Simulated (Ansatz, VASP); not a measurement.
# W3N2: VASP beside Ansatz

File INCAR:

```
PREC     = Accurate       # precision mode
ENCUT    = 600            # plane-wave cutoff, eV
EDIFF    = 1E-6           # SCF threshold, eV
ISMEAR   = 0              # smearing method
SIGMA    = 0.1            # smearing width, eV
LREAL    = F              # projectors in reciprocal space
LASPH    = T              # aspherical terms in the spheres
NELM     = 80             # most SCF steps
ALGO     = Normal         # electronic algorithm
ISIF     = 3              # what is computed and relaxed
LWAVE    = F              # write WAVECAR
LCHARG   = F              # write CHGCAR
GGA      = PE             # functional
IBRION   = 2              # ionic algorithm
NSW      = 90             # ionic steps
EDIFFG   = -0.04          # ionic threshold
```

File KPOINTS:

```
Automatic mesh
0
Gamma
  6 6 6
```

The input POSCAR:

```
W3N2
1.0
    4.7325170700      0.0000000000      0.0000000000
   -2.3662585400      4.0984800100      0.0000000000
    0.0000000000      0.0000000000      3.6130573500
W N
3 2
Direct
    0.7515828600      0.0000000000      0.0000000000
    0.0000000000      0.7515828600      0.0000000000
    0.2484171400      0.2484171400      0.0000000000
    0.3333333300      0.6666666700      0.0000000000
    0.6666666700      0.3333333300      0.0000000000
```

Input for Ansatz:

```yaml
crystal:
  lattice:
    - [4.73251707, 0.0, 0.0]
    - [-2.36625854, 4.09848001, 0.0]
    - [0.0, 0.0, 3.61305735]
  atoms:
    - { symbol: W, position: [0.75158286, 0.0, 0.0] }
    - { symbol: W, position: [0.0, 0.75158286, 0.0] }
    - { symbol: W, position: [0.24841714, 0.24841714, 0.0] }
    - { symbol: "N", position: [0.33333333, 0.66666667, 0.0] }
    - { symbol: "N", position: [0.66666667, 0.33333333, 0.0] }
basis:
  ecutwfc: 420
kpoints:
  mp_grid: { grid: [6, 6, 6] }
hamiltonian:
  xc: pbe
scf:
  occupations: { method: gaussian, width: 0.1 }
  lower_state_search: "off"
output:
  forces: true
  stress: true
  eigenvalues: true
relax:
  adjacent_minimum: "off"
  f_tol: 0.04
  max_steps: 70
  cell: { stress_tol: 0.4 }
```

Alike in both runs: task relaxation of cell and atoms; functional PBE; k mesh 6 × 6 × 6; occupations gaussian, width 0.1 eV; no spin polarisation.

|  | VASP | Ansatz |
| --- | --- | --- |
| version | VASP 6.6.1 | Ansatz 0.2.0 |
| potentials or method | VASP PAW PBE potentials, release 64 (W_sv, N), cutoff 600 eV | scalar-relativistic, plane waves, PAW |
| valence electrons in the cell | 52 | 52 |

|  | VASP | Ansatz | Ansatz less VASP |
| --- | --- | --- | --- |
| gap on the k mesh at the Fermi level, each at its own relaxed structure (eV) | none | none | - |
| relaxed volume (Å³/atom) | 14.51 | 14.46 | -0.049 |
| relaxed cell length with the largest relative difference (Å) | 2.684 | 2.679 | -0.0047 |

A gap of «none» marks a metal or a gap that the smearing closes.

Neither program's run includes spin-orbit coupling.
